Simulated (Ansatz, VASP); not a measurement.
One calculation of Ba2C, two programs

Contents of INCAR:

```
PREC = Accurate
ENCUT = 520
EDIFF = 1E-7
ISMEAR = 0
SIGMA = 0.0102
LREAL = F
LASPH = T
NELM = 80
ALGO = Normal
ISIF = 2
LWAVE = F
LCHARG = T
GGA = PE
LELF = T
LVHAR = T
NBANDS = 33
```

Contents of KPOINTS:

```
regular mesh
0
Gamma
  4 4 4
```

File POSCAR:

```
Ba2C
1.0
    0.0000000000      4.8690250000      0.0000000000
    4.8690250000      0.0000000000      0.0000000000
    2.4345130000      2.4345130000     -8.2384290000
Ba C
4 2
Direct
    0.5000000000      0.0000000000      0.0000000000
    0.0000000000      0.5000000000      0.0000000000
    0.3250000000      0.3250000000      0.3500000000
    0.6750000000      0.6750000000      0.6500000000
    0.1360000000      0.1360000000      0.7280000000
    0.8640000000      0.8640000000      0.2720000000
```

Input for Ansatz:

```yaml
crystal:
  lattice:
    - [0.0, 4.869025, 0.0]
    - [4.869025, 0.0, 0.0]
    - [2.434513, 2.434513, -8.238429]
  atoms:
    - { symbol: Ba, position: [0.5, 0.0, 0.0] }
    - { symbol: Ba, position: [0.0, 0.5, 0.0] }
    - { symbol: Ba, position: [0.325, 0.325, 0.35] }
    - { symbol: Ba, position: [0.675, 0.675, 0.65] }
    - { symbol: C, position: [0.136, 0.136, 0.728] }
    - { symbol: C, position: [0.864, 0.864, 0.272] }
  symmetry: { tolerance: 0.0003 }
kpoints:
  mp_grid: { grid: [4, 4, 4], shift: [0, 0, 0] }
magnetization:
  spin_polarized: false
scf:
  occupations: { method: gaussian, width: 0.0102 }
hamiltonian:
  pseudopotentials: { kind: paw }
  xc: pbe
basis:
  ecutwfc: 420
output:
  forces: true
  stress: true
  eigenvalues: true
```

Alike in both runs: task single point; functional PBE; k mesh 4 × 4 × 4; occupations gaussian, width 0.0102 eV; no spin polarisation.

|  | VASP | Ansatz |
| --- | --- | --- |
| version | VASP 6.6.1 | Ansatz 0.2.0 |
| potentials or method | VASP PAW PBE potentials, release 64 (Ba_sv, C), cutoff 520 eV | PAW plane waves |
| valence electrons in the cell | 48 | 48 |

Ansatz gave:

* gap on the k mesh at the Fermi level (eV): none
* pressure (GPa): -3.1
* traceless stress, the component that is largest in VASP (GPa): -2.11
* rms of the force components (eV/Å): 0.546

Problem. Which values does VASP return?

Solution. gap on the k mesh at the Fermi level (eV): none; pressure (GPa): -2.4; traceless stress, the component that is largest in VASP (GPa): -2.14; rms of the force components (eV/Å): 0.556.

Atom by atom the forces differ by 0.016 eV/Å (rms over components). A gap of «none» marks a metal or a gap that the smearing closes.

Spin-orbit coupling is off throughout.
